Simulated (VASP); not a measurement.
Here is a VASP 6.6.1 calculation.

The input INCAR:

```
SYSTEM = Nb
PREC = Accurate
ENCUT = 600
EDIFF = 1E-6
ISMEAR = 0
SIGMA = 0.1
LREAL = .False.
LASPH = .True.
NELM = 100
ALGO = Fast
ISIF = 3
LWAVE = .False.
LCHARG = .False.
GGA = PE
IBRION = 2
NSW = 100
EDIFFG = -0.01
```

The input KPOINTS:

```
regular mesh
0
Gamma
  26 26 26
  0 0 0
```

File POSCAR:

```
Nb
1.0
   -1.4615094497      1.4615094497      2.2234734207
    1.4615094497     -1.4615094497      2.2234734207
    1.4615094497      1.4615094497     -2.2234734207
Nb
1
Direct
    0.0000000000      0.0000000000      0.0000000000
```

Potentials or basis: VASP PAW PBE potentials, release 64 (Nb_sv).

Command:

```bash
$ cat potpaw_PBE.64/Nb_sv/POTCAR > POTCAR
$ mpirun -np 1 vasp_std > vasp.out
```

Task: What does it give for the relaxed cell?

Result: a = 3.127 Å, b = 3.127 Å, c = 3.127 Å, α = 127.99°, β = 127.99°, γ = 76.64°.

Task: What does it give for the space group after relaxing (to 0.1 Å)?

Result: I4/mmm (No. 139).

Final structure:
```
Nb
1.0
    -1.37083    1.37083    2.45305
     1.37083   -1.37083    2.45305
     1.37083    1.37083   -2.45305
Nb
1
Direct
  0.00000 0.00000 0.00000
```
